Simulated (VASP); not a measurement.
Crystal: KI.

```xyz
2
Lattice="0.0000 3.5445 3.5445 3.5445 0.0000 3.5445 3.5445 3.5445 0.0000" Properties=species:S:1:pos:R:3 pbc="T T T"
K     0.0000    0.0000    0.0000
I     3.5445    3.5445    3.5445
```

Base run:

| Property | Result |
| --- | --- |
| Program | VASP 6.6.1 |
| Functional | HSE06 |
| Potentials or basis | VASP PAW PBE potentials, release 64 (K_sv, I) |
| Cutoff | 520 eV |
| k mesh | 4 × 4 × 4 |
| Occupations | gaussian, width 0.01 eV |
| Spin | no spin polarisation |

Its results: band gap on the k mesh 4.93 eV; pressure 0.3 GPa.

Question: After a change of settings the same cell gave: band gap on the k mesh 4.58 eV; pressure 0.0 GPa. Which change was it?
A. functional from HSE06 to PBE0; further incar settings from ALGO = Normal; EDIFF = 1e-06; NBANDS = 15 to ALGO = Normal; EDIFF = 1e-07; NBANDS = 15
B. functional from HSE06 to PBE; k mesh from 4 × 4 × 4 to 6 × 6 × 6
C. functional from HSE06 to r2SCAN
D. functional from HSE06 to PBE

Answer: C.

Caveats: the PAW data sets were made with another functional, which shifts forces and pressure a little; spin-orbit coupling is left out, which moves the levels of the heavy elements.
